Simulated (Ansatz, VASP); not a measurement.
GaP: VASP beside Ansatz

The input INCAR:

```
  PREC = Accurate
  ENCUT = 520
  EDIFF = 1E-6
  ISMEAR = 0
  SIGMA = 0.05
  LREAL = F
  LASPH = T
  NELM = 100
  ALGO = Normal
  ISIF = 2
  LWAVE = F
  LCHARG = T
  GGA = PE
  LELF = T
  LVHAR = T
  NBANDS = 16
```

The input KPOINTS:

```
regular mesh
0
Gamma
  8 8 8
```

The input POSCAR:

```
GaP
1.0
    0.0000000000      2.5072300000      2.9432700000
    2.5072300000      0.0000000000      2.9432700000
    2.5072300000      2.5072300000      0.0000000000
Ga P
1 1
Direct
    0.0000000000      0.0000000000      0.0000000000
    0.7500000000      0.7500000000      0.7500000000
```

Input for Ansatz:

```yaml
crystal:
  lattice:
    - [0.0, 2.50723, 2.94327]
    - [2.50723, 0.0, 2.94327]
    - [2.50723, 2.50723, 0.0]
  atoms:
    - { symbol: Ga, position: [0.0, 0.0, 0.0] }
    - { symbol: P, position: [0.75, 0.75, 0.75] }
basis:
  ecutwfc: 420
kpoints:
  mp_grid: { grid: [8, 8, 8] }
hamiltonian:
  xc: pbe
scf:
  occupations: { method: gaussian, width: 0.05 }
output:
  forces: true
  stress: true
  eigenvalues: true
```

Change from the starting cell: strain -0.080 along x and y, +0.080 along z, atoms carried along.

Alike in both runs: task single point; functional PBE; k mesh 8 × 8 × 8; occupations gaussian, width 0.05 eV; no spin polarisation.

```csv
,VASP,Ansatz
version,VASP 6.6.1,Ansatz 0.2.0
potentials or method,"VASP PAW PBE potentials, release 64 (Ga_d, P), cutoff 520 eV","scalar-relativistic, plane waves, PAW"
valence electrons in the cell,18,18
```

|  | VASP | Ansatz | Ansatz less VASP |
| --- | --- | --- | --- |
| gap on the k mesh at the Fermi level (eV) | 0.66 | 0.66 | 0.000 |
| least direct gap on the mesh (eV) | 1.68 | 1.68 | +0.001 |
| pressure (GPa) | 11.2 | 11.3 | +0.15 |
| traceless stress, the component that is largest in VASP (GPa) | -10.56 | -10.53 | +0.028 |
